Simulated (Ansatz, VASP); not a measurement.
# Hf2ZrGe3: VASP beside Ansatz

```
Zr Hf Ge
1.0
    -2.58921    2.58921    5.62349
     2.58921   -2.58921    5.62349
     2.58921    2.58921   -5.62349
Zr Hf Ge
1 2 3
Direct
  0.50000 0.50000 0.00000
  0.22643 0.22643 0.00000
  0.77357 0.77357 0.00000
  0.75000 0.25000 0.50000
  0.25000 0.75000 0.50000
  0.00000 0.00000 0.00000
```

Alike in both runs: functional PBE; k mesh 4 × 4 × 4; occupations gaussian, width 0.2 eV; no spin polarisation.

Ansatz relaxed the structure, and its values are those at the end. VASP's run is a single point on that final structure, the one shown.

|  | VASP | Ansatz |
| --- | --- | --- |
| version | VASP 6.6.1 | Ansatz 0.2.0 |
| potentials or method | VASP PAW PBE potentials, release 64 (Zr_sv, Hf_pv, Ge_d), cutoff 500 eV | scalar-relativistic, plane waves, PAW |
| valence electrons in the cell | 74 | 106 |

VASP gave:

- gap on the k mesh at the Fermi level (eV): none
- pressure (GPa): -0.1
- rms of the force components (eV/Å): 0.012

Problem. What did Ansatz give for the same quantities?

Solution. gap on the k mesh at the Fermi level (eV): none; pressure (GPa): -0.1; rms of the force components (eV/Å): 0.007.

A gap of «none» marks a metal or a gap that the smearing closes. VASP's potentials hold 74 valence electrons a cell and Ansatz's 106, so a difference there can come from the potentials and not from the codes.

The k mesh is coarse, so the values compare programs but aren't converged. Spin-orbit coupling is off throughout.
